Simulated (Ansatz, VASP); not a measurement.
**Two plane-wave programs on PtSe2**

File INCAR:

```
PREC     = Accurate       # precision mode
ENCUT    = 520            # plane-wave cutoff, eV
EDIFF    = 1E-7           # SCF threshold, eV
ISMEAR   = 0              # smearing method
SIGMA    = 0.1            # smearing width, eV
LREAL    = F              # projectors in reciprocal space
LASPH    = T              # aspherical terms in the spheres
NELM     = 100            # most SCF steps
ALGO     = Normal         # electronic algorithm
ISIF     = 2              # what is computed and relaxed
LWAVE    = F              # write WAVECAR
LCHARG   = T              # write CHGCAR
LDIPOL   = T            
IDIPOL   = 3            
DIPOL    = 0.5 0.5 0.433
GGA      = PE             # functional
IVDW     = 12             # dispersion correction
LELF     = T              # ELF
LVHAR    = T            
LVACPOTAV= T            
NBANDS   = 56             # bands
```

File KPOINTS:

```
regular mesh
0
Gamma
  3 3 1
```

File POSCAR:

```
PtSe2
1.0
    7.5434048785      0.0000000000      0.0000000000
   -3.7717024393      6.5327802559      0.0000000000
    0.0000000000      0.0000000000     21.4645116858
Se Pt
8 4
Direct
    0.3333333333      0.1666666667      0.3727082226
    0.3333333333      0.6666666667      0.3727082226
    0.8333333333      0.1666666667      0.3727082226
    0.8333333333      0.6666666667      0.3727082226
    0.1675767777      0.3338443202      0.4919499095
    0.1674903553      0.8337367593      0.4929760337
    0.6655550765      0.3313200841      0.4926338576
    0.6655585528      0.8342657808      0.4926257034
   -0.0004947149     -0.0013282783      0.4329897921
   -0.0004927136      0.5008330824      0.4329797728
    0.4997117547     -0.0001435146      0.4323426014
    0.5008226197      0.5004179602      0.4326376769
```

Input for Ansatz:

```yaml
crystal:
  lattice:
    - [7.5434048785, 0.0, 0.0]
    - [-3.7717024393, 6.5327802559, 0.0]
    - [0.0, 0.0, 21.4645116858]
  atoms:
    - { symbol: Se, position: [0.3333333333, 0.1666666667, 0.3727082226] }
    - { symbol: Se, position: [0.3333333333, 0.6666666667, 0.3727082226] }
    - { symbol: Se, position: [0.8333333333, 0.1666666667, 0.3727082226] }
    - { symbol: Se, position: [0.8333333333, 0.6666666667, 0.3727082226] }
    - { symbol: Pt, position: [-0.0004947149, -0.0013282783, 0.4329897921] }
    - { symbol: Pt, position: [-0.0004927136, 0.5008330824, 0.4329797728] }
    - { symbol: Pt, position: [0.4997117547, -0.0001435146, 0.4323426014] }
    - { symbol: Pt, position: [0.5008226197, 0.5004179602, 0.4326376769] }
    - { symbol: Se, position: [0.1675767777, 0.3338443202, 0.4919499095] }
    - { symbol: Se, position: [0.1674903553, 0.8337367593, 0.4929760337] }
    - { symbol: Se, position: [0.6655550765, 0.3313200841, 0.4926338576] }
    - { symbol: Se, position: [0.6655585528, 0.8342657808, 0.4926257034] }
basis:
  ecutwfc: 420
kpoints:
  mp_grid: { grid: [3, 3, 1] }
hamiltonian:
  xc: pbe
  dispersion: d3bj
scf:
  occupations: { method: gaussian, width: 0.1 }
output:
  forces: true
  eigenvalues: true
  write_density: true
  volumetric_format: npy
efield:
  axis: 3
  dipole_correction: true
  ramp_width: 0.04
```

Alike in both runs: task single point; functional PBE; dispersion D3(BJ); k mesh 3 × 3 × 1; occupations gaussian, width 0.1 eV; no spin polarisation.

|  | VASP | Ansatz |
| --- | --- | --- |
| version | VASP 6.6.1 | Ansatz 0.2.0 |
| potentials or method | VASP PAW PBE potentials, release 64 (Se, Pt), cutoff 520 eV | scalar-relativistic, plane waves, PAW |
| valence electrons in the cell | 88 | 200 |

```tsv
	VASP	Ansatz	Ansatz less VASP
gap on the k mesh at the Fermi level (eV)	1.62	1.63	+0.008
least direct gap on the mesh (eV)	1.74	1.75	+0.007
rms of the force components (eV/Å)	0.062	0.062	+0.0002
```

VASP's potentials hold 88 valence electrons a cell and Ansatz's 200, so a difference there can come from the potentials and not from the codes.

Neither program's run includes spin-orbit coupling.
